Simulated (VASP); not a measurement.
# AlInSbN2: single point with PBE

Crystal: AlInSbN2.

```xyz
5
Lattice="3.0801 0.0000 0.0000 0.0000 4.6287 0.0000 0.0000 0.0000 7.2043" Properties=species:S:1:pos:R:3 pbc="T T T"
Al    0.0000    2.3143    3.3421
In    0.0000    0.0000    3.2366
Sb    0.0000    2.3143    5.2033
N     0.0000    0.0000    1.1112
N     0.0000    0.0000    6.6004
```

The cell was built from a structure type or drawn by symmetry, and may not be a known phase.

```yaml
Program: VASP 6.6.1
Task: single point
Functional: PBE
Potentials_or_basis: VASP PAW PBE potentials, release 64 (Al, In_d, Sb, N)
Cutoff: 520 eV
k_mesh: 6 × 4 × 4
Occupations: gaussian, width 0.1 eV
Spin: no spin polarisation
Dipole_correction: no
Further_INCAR_settings: ALGO = Normal; EDIFF = 1e-07; NBANDS = 24
```

```json
{
 "Pressure": "23.6 GPa",
 "Largest force": "23.443 eV/Å",
 "Band gap on the k mesh": "zero (an odd number of electrons rules out a gap without spin polarisation)"
}
```

Forces on the atoms (eV/Å):
```
Al    0.000   0.000 -21.097
In    0.000   0.000  -1.097
Sb    0.000   0.000  23.443
N     0.000   0.000  -7.790
N     0.000   0.000   6.541
```

Stress tensor (GPa, compression positive):
```
 3.37  0.00  0.00
 0.00 23.65  0.00
 0.00  0.00 43.68
```

Levels at points of the mesh, in eV from the Fermi level:
```
           k point  band 14  band 15  band 16  band 17  band 18  band 19
(0.00, 0.00, 0.00)    -1.07    -1.05    -0.88     1.35     2.66     2.76
(0.50, 0.00, 0.00)    -2.23    -1.18    -0.29     0.44     0.86     2.10
(0.00, 0.50, 0.00)    -0.84     0.19     0.84     1.40     3.13     4.35
(0.50, 0.50, 0.00)    -2.33    -1.64    -0.28    -0.06     0.70     1.15
(0.00, 0.00, 0.50)    -0.85    -0.63     0.24     1.22     1.86     2.91
(0.50, 0.00, 0.50)    -2.15    -1.15    -0.32     0.28     0.78     2.42
(0.00, 0.50, 0.50)    -0.83     0.76     1.37     1.75     3.13     3.49
(0.50, 0.50, 0.50)    -2.27    -0.80    -0.65    -0.14     0.32     2.72
```

Run time: 34 s on 1 thread of Intel(R) Xeon(R) 6975P-C (Granite Rapids) (shared host), peak memory 0.27 GiB.

Caveat: the cell stands under pressure; spin-orbit coupling is left out, which moves the levels of the heavy elements; forces of over 1 eV/Å act on the atoms, so gaps and moduli don't describe the material at rest.
